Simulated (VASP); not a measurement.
# Rh (P6_3/mmc) in VASP: further runs

The runs below take Rh through single point, with PBEsol.

Program: VASP 6.6.1. These are calculated values, not measurements. Logs are shortened: lines on timing, memory, paths and dates and some standing lists are left out, and cuts for length are marked.

## Step 1: The cell of the first run

The structure is hexagonal, space group P6_3/mmc (No. 194). The conventional cell has a = 2.649 Å, b = 2.649 Å, c = 9.426 Å, α = 90.00°, β = 90.00°, γ = 120.00°. Rh (site symmetry -3m) has 12 Rh at 2.65 to 2.81 Å within 3.5 Å. Within 3.5 Å of Rh (site symmetry -6m2) lie 12 Rh at 2.65 to 2.81 Å.

## Step 2: Single point, PBEsol

INCAR reads:

```
PREC     = Accurate       # precision mode
ENCUT    = 520            # plane-wave cutoff, eV
EDIFF    = 1E-7           # SCF threshold, eV
ISMEAR   = 0              # smearing method
SIGMA    = 0.15           # smearing width, eV
LREAL    = F              # projectors in reciprocal space
LASPH    = T              # aspherical terms in the spheres
NELM     = 100            # most SCF steps
ALGO     = Fast           # electronic algorithm
ISIF     = 2              # what is computed and relaxed
LWAVE    = F              # write WAVECAR
LCHARG   = F              # write CHGCAR
GGA      = PS             # functional
NBANDS   = 38             # bands
```

KPOINTS reads:

```
Automatic mesh
0
Gamma
  18 18 6
```

POSCAR reads:

```
Rh
1.0
    2.6488000000      0.0000000000      0.0000000000
   -1.3244000000      2.2939280895      0.0000000000
    0.0000000000      0.0000000000      9.4257000000
Rh
4
Direct
    0.0000000000      0.0000000000      0.0000000000
    0.3333333333      0.6666666667      0.2500000000
    0.0000000000      0.0000000000      0.5000000000
    0.6666666667      0.3333333333      0.7500000000
```

Potentials or basis: VASP PAW PBE potentials, release 64 (Rh_pv).

Run with:

```
> cat potpaw_PBE.64/Rh_pv/POTCAR > POTCAR
> mpirun -np 1 vasp_std > vasp.out
```

OUTCAR:

```text
PREC = Accurate
   ENCUT = 520
   EDIFF = 1E-7
   ISMEAR = 0
   LREAL = F
   LASPH = T
   NELM = 100
   ISIF = 2
   GGA = PS

 ion  position               nearest neighbor table
   1  0.000  0.000  0.000-   2 2.81   4 2.81   2 2.81   4 2.81   4 2.81   2 2.81
   2  0.333  0.667  0.250-   1 2.81   3 2.81   1 2.81   3 2.81   1 2.81   3 2.81
   3  0.000  0.000  0.500-   2 2.81   4 2.81   2 2.81   4 2.81   4 2.81   2 2.81
   4  0.667  0.333  0.750-   1 2.81   3 2.81   1 2.81   3 2.81   1 2.81   3 2.81

  LATTYP: Found a hexagonal cell.
 ALAT       =     2.6488000000
 C/A-ratio  =     3.5584793114

  Lattice vectors:

 A1 = (   2.6488000000,   0.0000000000,   0.0000000000)
 A2 = (  -1.3244000000,   2.2939280895,   0.0000000000)
 A3 = (   0.0000000000,   0.0000000000,   9.4257000000)

Analysis of symmetry for initial positions (statically):
=====================================================================
 Subroutine PRICEL returns:
 Original cell was already a primitive cell.

 Routine SETGRP: Setting up the symmetry group for a
 hexagonal supercell.

 Subroutine GETGRP returns: Found 24 space group operations
 (whereof 12 operations were pure point group operations)
 out of a pool of 24 trial point group operations.

The static configuration has the point symmetry D_3d.
 The point group associated with its full space group is D_6h.

Analysis of symmetry for dynamics (positions and initial velocities):
=====================================================================
 Subroutine PRICEL returns:
 Original cell was already a primitive cell.

 Routine SETGRP: Setting up the symmetry group for a
 hexagonal supercell.

 Subroutine GETGRP returns: Found 24 space group operations
 (whereof 12 operations were pure point group operations)
 out of a pool of 24 trial point group operations.

The dynamic configuration has the point symmetry D_3d.
 The point group associated with its full space group is D_6h.

 Subroutine INISYM returns: Found 24 space group operations
 (whereof 12 operations are pure point group operations),
 and found     1 'primitive' translations

----------------------------------------------------------------------------------------

                                     Primitive cell

  volume of cell :      57.2720

  direct lattice vectors                    reciprocal lattice vectors
     2.648800000  0.000000000  0.000000000     0.377529447  0.217966728  0.000000000
    -1.324400000  2.293928090  0.000000000     0.000000000  0.435933456  0.000000000
     0.000000000  0.000000000  9.425700000     0.000000000  0.000000000  0.106092916

  length of vectors
     2.648800000  2.648800000  9.425700000     0.435933456  0.435933456  0.106092916

  position of ions in fractional coordinates (direct lattice)
     0.000000000  0.000000000  0.000000000
     0.333333333  0.666666667  0.250000000
     0.000000000  0.000000000  0.500000000
     0.666666667  0.333333333  0.750000000

  ion indices of the primitive-cell ions
   primitive index   ion index
                 1           1
                 2           2
                 3           3
                 4           4

----------------------------------------------------------------------------------------

 KPOINTS: Automatic mesh

Automatic generation of k-mesh.
 Grid dimensions read from file:
 generate k-points for:   18   18    6

 Generating k-lattice:

  Cartesian coordinates                     Fractional coordinates (reciprocal lattice)
     0.020973858  0.012109263  0.000000000     0.055555556  0.000000000  0.000000000
     0.000000000  0.024218525  0.000000000     0.000000000  0.055555556  0.000000000
     0.000000000  0.000000000  0.017682153     0.000000000  0.000000000  0.166666667

  Length of vectors
     0.024218525  0.024218525  0.017682153

  Shift w.r.t. Gamma in fractional coordinates (k-lattice)
     0.000000000  0.000000000  0.000000000

 Subroutine IBZKPT returns following result:
 ===========================================

 Found    148 irreducible k-points:

 Following reciprocal coordinates:
            Coordinates               Weight
  0.000000  0.000000  0.000000      1.000000
  0.055556  0.000000  0.000000      6.000000
  0.111111  0.000000  0.000000      6.000000
  0.166667 -0.000000  0.000000      6.000000
  0.222222 -0.000000  0.000000      6.000000
  0.277778  0.000000  0.000000      6.000000
[... 16 lines left out ...]
  0.333333  0.111111  0.000000     12.000000
  0.388889  0.111111  0.000000     12.000000
 [... further k-points ...]
   k-points           NKPTS =    148   k-points in BZ     NKDIM =    148   number of bands    NBANDS=     38
   number of dos      NEDOS =    301   number of ions     NIONS =      4
   total plane-waves  NPLWV =  28000
   dimension x,y,z NGX =    20 NGY =   20 NGZ =   70
   dimension x,y,z NGXF=    40 NGYF=   40 NGZF=  140
   ions per type =               4
   NGX,Y,Z   is equivalent  to a cutoff of  12.55, 12.55, 12.35 a.u.
   NGXF,Y,Z  is equivalent  to a cutoff of  25.11, 25.11, 24.69 a.u.
 SYSTEM =  unknown system
   PREC   = accura    normal or accurate (medium, high low for compatibility)
   ISTART =      0    job   : 0-new  1-cont  2-samecut
   ICHARG =      2    charge: 1-file 2-atom 10-const
   ISPIN  =      1    spin polarized calculation?
   LNONCOLLINEAR =      F non collinear calculations
   LSORBIT =      F    spin-orbit coupling
   LASPH  =      T    aspherical Exc in radial PAW
   ENCUT  =  520.0 eV  38.22 Ry    6.18 a.u.   4.93  4.93 17.53*2*pi/ulx,y,z
   NELM   =    100;   NELMIN=  2; NELMDL= -5     # of ELM steps
   EDIFF  = 0.1E-06   stopping-criterion for ELM
   LREAL  =      F    real-space projection
   EDIFFG = 0.1E-05   stopping-criterion for IOM
   NSW    =      0    number of steps for IOM
   IBRION =     -1    ionic relax: 0-MD 1-quasi-New 2-CG
   NFREE  =      0    steps in history (QN), initial steepest desc. (CG)
   ISIF   =      2    stress and relaxation
   ISYM   =      2    0-nonsym 1-usesym 2-fastsym
   POTIM  = 0.5000    time-step for ionic-motion
   TEBEG  =    0.0;   TEEND  =   0.0 temperature during run
   PSTRESS=    0.0 pullay stress
   NELECT =      60.0000    total number of electrons
   NUPDOWN=      -1.0000    fix difference up-down
   EMIN   =  10.00;   EMAX   =-10.00  energy-range for DOS
   EFERMI =   0.00;   METHOD = LEGACY
   ISMEAR =     0;   SIGMA  =   0.15  broadening in eV -4-tet -1-fermi 0-gaus
   EFERMI_NEDOS =   21; number of points for ismear=-14 and -15
   IALGO  =     68    algorithm
   IMIX   =      4    mixing-type and parameters
     AMIX     =   0.40;   BMIX     =  1.00
     AMIX_MAG =   1.60;   BMIX_MAG =  1.00
  volume/ion in A,a.u.               =      14.32        96.62
  Fermi-wavevector in a.u.,A,eV,Ry     =   1.662689  3.142027 37.613784  2.764535
  Thomas-Fermi vector in A             =   2.749536
   LORBIT       =      0    0 simple, 1 ext, 2 COOP (PROOUT), +10 PAW based schemes
   GGA     = PS    functional components
   LHFCALC =     F    Hartree Fock is set to
   AEXX    =    0.0000 exact exchange contribution
   IVDW    =     0    specifies the selected vdW correction
   LEPSILON=     F    determine dielectric tensor
   LRPA    =     F    only Hartree local field effects (RPA)
 non-spin polarized calculation
 RMM-DIIS sequential band-by-band and
 Gauss-broadening in eV      SIGMA  =   0.15
  energy-cutoff  :      520.00
  volume of cell :       57.27
 maximum number of plane-waves:      1573
 NGX is ok and might be reduce to    20
   NGX =  9   NGY =  9   NGZ = 35

 number of electron      60.0000015 magnetization

 Free energy of the ion-electron system (eV)
  ---------------------------------------------------
  ext. energy  EPLUGINS =         0.00000000
  ---------------------------------------------------
  free energy    TOTEN  =       -32.08470318 eV

  energy without entropy =      -32.01517374  energy(sigma->0) =      -32.04993846

 E-fermi :  11.0198     XC(G=0): -13.9490

 val. band max:       11.0197199055   @ k =   0.3333  -0.0000   0.3333
 cond. band min:      11.0216253834   @ k =   0.3889   0.2222   0.5000
 fundamental gap:      0.0019054779
 Fermi energy:        11.0198411505

 k-point     1 :       0.0000    0.0000    0.0000
  band No.  band energies     occupation
      1     -35.7316      2.00000
      2     -35.4896      2.00000
      3     -35.4790      2.00000
      4     -35.2672      2.00000
      5     -35.2672      2.00000
      6     -35.2439      2.00000
[... 30 lines left out ...]
     37      17.9515      0.00000
     38      24.0387      0.00000

 k-point     2 :       0.0556    0.0000    0.0000
  band No.  band energies     occupation
      1     -35.7255      2.00000
      2     -35.4890      2.00000
      3     -35.4786      2.00000
      4     -35.2872      2.00000
      5     -35.2728      2.00000
      6     -35.2617      2.00000
[... 30 lines left out ...]
     37      17.9422      0.00000
     38      24.1660      0.00000

 k-point     3 :       0.1111    0.0000    0.0000
  band No.  band energies     occupation
      1     -35.7077      2.00000
      2     -35.4898      2.00000
      3     -35.4805      2.00000
      4     -35.3438      2.00000
      5     -35.3112      2.00000
      6     -35.3041      2.00000
[... 30 lines left out ...]
     37      17.9198      0.00000
     38      24.3951      0.00000

 k-point     4 :       0.1667   -0.0000    0.0000
  band No.  band energies     occupation
      1     -35.6796      2.00000
      2     -35.5052      2.00000
      3     -35.5015      2.00000
      4     -35.4281      2.00000
      5     -35.3883      2.00000
      6     -35.3639      2.00000
[... 30 lines left out ...]
     37      17.9010      0.00000
     38      24.7815      0.00000
[... 703 lines left out ...]
      4     -35.7142      2.00000
      5     -35.5440      2.00000
      6     -35.4371      2.00000
[... 30 lines left out ...]
     37      18.7413      0.00000
     38      22.1793      0.00000

 k-point    23 :       0.3333    0.1111    0.0000
  band No.  band energies     occupation
      1     -35.8470      2.00000
      2     -35.8267      2.00000
      3     -35.8035      2.00000
      4     -35.7824      2.00000
      5     -35.5035      2.00000
      6     -35.4641      2.00000
[... 30 lines left out ...]
     37      19.7591      0.00000
     38      20.7069      0.00000

 k-point    24 :       0.3889    0.1111    0.0000
  band No.  band energies     occupation
      1     -35.8957      2.00000
      2     -35.8724      2.00000
      3     -35.8507      2.00000
      4     -35.8263      2.00000
      5     -35.4825      2.00000
      6     -35.4719      2.00000
[... 30 lines left out ...]
     37      20.1961      0.00000
     38      20.3667      0.00000

 [... further k-points ...]
[... 5 lines left out ...]
  --------------------------------------------------------------------------------------
  -------------------------------------------------------------------------------------
  Total       -1.2226326     -1.2226326    -10.4435422      0.0000000      0.0000000     -0.0000000
  in kB      -34.2029825    -34.2029825   -292.1566843      0.0000000      0.0000000     -0.0000000
  external PRESSURE =    -120.1875498 kB  Pullay stress =       0.0000000 kB

 VOLUME and BASIS-vectors are now :
 -----------------------------------------------------------------------------
  energy-cutoff  :      520.00
  volume of cell :       57.27
      direct lattice vectors                 reciprocal lattice vectors
     2.648800000  0.000000000  0.000000000     0.377529447  0.217966728  0.000000000
    -1.324400000  2.293928090  0.000000000     0.000000000  0.435933456  0.000000000
     0.000000000  0.000000000  9.425700000     0.000000000  0.000000000  0.106092916

 POSITION                                       TOTAL-FORCE (eV/Angst)
 -----------------------------------------------------------------------------------
      0.00000      0.00000      0.00000        -0.000000      0.000000      0.000000
     -0.00000      1.52929      2.35643        -0.000000      0.000000      0.000000
      0.00000      0.00000      4.71285        -0.000000      0.000000      0.000000
      1.32440      0.76464      7.06928         0.000000     -0.000000     -0.000000
 -----------------------------------------------------------------------------------
    total drift:                                0.000000     -0.000000      0.000000

  FREE ENERGIE OF THE ION-ELECTRON SYSTEM (eV)
  ---------------------------------------------------
  free  energy   TOTEN  =       -32.0847031808 eV

  energy  without entropy=      -32.0151737375  energy(sigma->0) =      -32.04993846
```

Run time: 4.7 min. Hardware: 1 thread of Intel Xeon 6975P-C, shared host; peak memory 0.33 GiB.

What came out:

| Item | Value |
| --- | --- |
| Free energy | -32.0847 eV |
| Pressure | -12.0 GPa |
| Band gap on the k mesh | zero (band 30 reaches 12.01 eV, above the bottom of band 31 at 10.00 eV) |

Caveat: the PAW data sets were made with another functional, which shifts forces and pressure a little.

## Step 3: Single point, PBEsol

This run uses another cell than the first one, of 14.35 Å³/atom, 1.002 times its volume.

INCAR reads:

```
PREC = Accurate ; ENCUT = 520
EDIFF = 1E-6 ; ISMEAR = 0
SIGMA = 0.15 ; LREAL = F
LASPH = T ; NELM = 80
ALGO = Fast ; ISIF = 2
LWAVE = F ; LCHARG = F
GGA = PS ; NBANDS = 38
```

KPOINTS reads:

```
regular mesh
0
Gamma
  18 18 6
```

POSCAR reads:

```
Rh
1.0
    2.7558000000      0.0000000000      0.0000000000
   -1.3779000000      2.3865928077      0.0000000000
    0.0000000000      0.0000000000      8.7275109659
Rh
4
Direct
    0.0000000000      0.0000000000      0.0000000000
    0.3333333333      0.6666666667      0.2500000000
    0.0000000000      0.0000000000      0.5000000000
    0.6666666667      0.3333333333      0.7500000000
```

Potentials or basis: VASP PAW PBE potentials, release 64 (Rh_pv).

Run with:

```
> cat potpaw_PBE.64/Rh_pv/POTCAR > POTCAR
> mpirun -np 1 vasp_std > vasp.out
```

Run time: 4.3 min. Hardware: 1 thread of Intel Xeon 6975P-C, shared host; peak memory 0.33 GiB.

Results (log left out):

```
Free energy            : -32.3133 eV
Pressure               : -14.6 GPa
Band gap on the k mesh : zero (band 30 reaches 11.70 eV, above the bottom of band 31 at 9.90 eV)
```

Stress tensor (GPa, compression positive):
```
-17.32   0.00   0.00
  0.00 -17.32   0.00
  0.00   0.00  -9.11
```

Levels at points of the mesh, in eV from the Fermi level:
```csv
k point,band 26,band 27,band 28,band 29,band 30,band 31,band 32,band 33,band 34,band 35
"(0.00, 0.00, 0.00)",-2.47,-2.47,-1.46,-1.46,-0.92,-0.92,-0.33,-0.33,0.43,0.43
"(0.50, 0.00, 0.00)",0.38,0.44,0.49,0.59,0.68,0.80,0.81,1.11,2.16,4.03
"(0.00, 0.00, 0.50)",-2.76,-1.13,-1.13,-1.13,-1.13,-0.91,-0.91,0.07,0.07,0.07
"(0.50, 0.00, 0.50)",-0.96,-0.11,-0.11,0.41,0.41,0.66,0.66,2.67,2.67,4.02
```

Caveat: the PAW data sets were made with another functional, which shifts forces and pressure a little.

## Step 4: Single point, PBEsol

This run uses another cell than the first one, of 14.45 Å³/atom, 1.009 times its volume.

INCAR reads:

```
  PREC = Accurate
  ENCUT = 520
  EDIFF = 1E-6
  ISMEAR = 0
  SIGMA = 0.15
  LREAL = F
  LASPH = T
  NELM = 100
  ALGO = Fast
  ISIF = 2
  LWAVE = F
  LCHARG = F
  GGA = PS
  NBANDS = 38
```

KPOINTS reads:

```
Automatic mesh
0
Gamma
  18 18 6
```

POSCAR reads:

```
Rh
1.0
    2.7291000000      0.0000000000      0.0000000000
   -1.3645500000      2.3634699295      0.0000000000
    0.0000000000      0.0000000000      8.9602000000
Rh
4
Direct
    0.0000000000      0.0000000000      0.0000000000
    0.3333333333      0.6666666667      0.2500000000
    0.0000000000      0.0000000000      0.5000000000
    0.6666666667      0.3333333333      0.7500000000
```

Potentials or basis: VASP PAW PBE potentials, release 64 (Rh_pv).

Run with:

```
> cat potpaw_PBE.64/Rh_pv/POTCAR > POTCAR
> mpirun -np 1 vasp_std > vasp.out
```

OUTCAR:

```text
PREC = Accurate
   ENCUT = 520
   EDIFF = 1E-6
   ISMEAR = 0
   LREAL = F
   LASPH = T
   NELM = 100
   ISIF = 2
   GGA = PS

 ion  position               nearest neighbor table
   1  0.000  0.000  0.000-   2 2.74   4 2.74   4 2.74   2 2.74   4 2.74   2 2.74
   2  0.333  0.667  0.250-   1 2.74   3 2.74   1 2.74   3 2.74   1 2.74   3 2.74
   3  0.000  0.000  0.500-   2 2.74   4 2.74   4 2.74   2 2.74   4 2.74   2 2.74
   4  0.667  0.333  0.750-   1 2.74   3 2.74   1 2.74   3 2.74   1 2.74   3 2.74

[... 1180 lines left out ...]
     38      19.9120      0.00000

 [... further k-points ...]
[... 5 lines left out ...]
  --------------------------------------------------------------------------------------
  -------------------------------------------------------------------------------------
  Total       -5.6351723     -5.6351723     -6.3590619      0.0000000      0.0000000      0.0000000
  in kB     -156.2178112   -156.2178112   -176.2854231      0.0000000      0.0000000      0.0000000
  external PRESSURE =    -162.9070151 kB  Pullay stress =       0.0000000 kB

 VOLUME and BASIS-vectors are now :
 -----------------------------------------------------------------------------
  energy-cutoff  :      520.00
  volume of cell :       57.79
      direct lattice vectors                 reciprocal lattice vectors
     2.729100000  0.000000000  0.000000000     0.366421164  0.211553358  0.000000000
    -1.364550000  2.363469929  0.000000000     0.000000000  0.423106716  0.000000000
     0.000000000  0.000000000  8.960200000     0.000000000  0.000000000  0.111604652

 POSITION                                       TOTAL-FORCE (eV/Angst)
 -----------------------------------------------------------------------------------
      0.00000      0.00000      0.00000         0.000000      0.000000      0.000000
     -0.00000      1.57565      2.24005        -0.000000     -0.000000      0.000000
      0.00000      0.00000      4.48010         0.000000      0.000000      0.000000
      1.36455      0.78782      6.72015         0.000000      0.000000     -0.000000
 -----------------------------------------------------------------------------------
    total drift:                                0.000000     -0.000000      0.000000

  FREE ENERGIE OF THE ION-ELECTRON SYSTEM (eV)
  ---------------------------------------------------
  free  energy   TOTEN  =       -32.3020023874 eV

  energy  without entropy=      -32.2324303551  energy(sigma->0) =      -32.26721637
```

Run time: 4.2 min. Hardware: 1 thread of Intel Xeon 6975P-C, shared host; peak memory 0.33 GiB.

Results:

- Free energy: -32.3020 eV
- Pressure: -16.3 GPa
- Band gap on the k mesh: zero (band 30 reaches 11.65 eV, above the bottom of band 31 at 9.80 eV)

Caveat: the PAW data sets were made with another functional, which shifts forces and pressure a little.

[end of part 1 of 2]
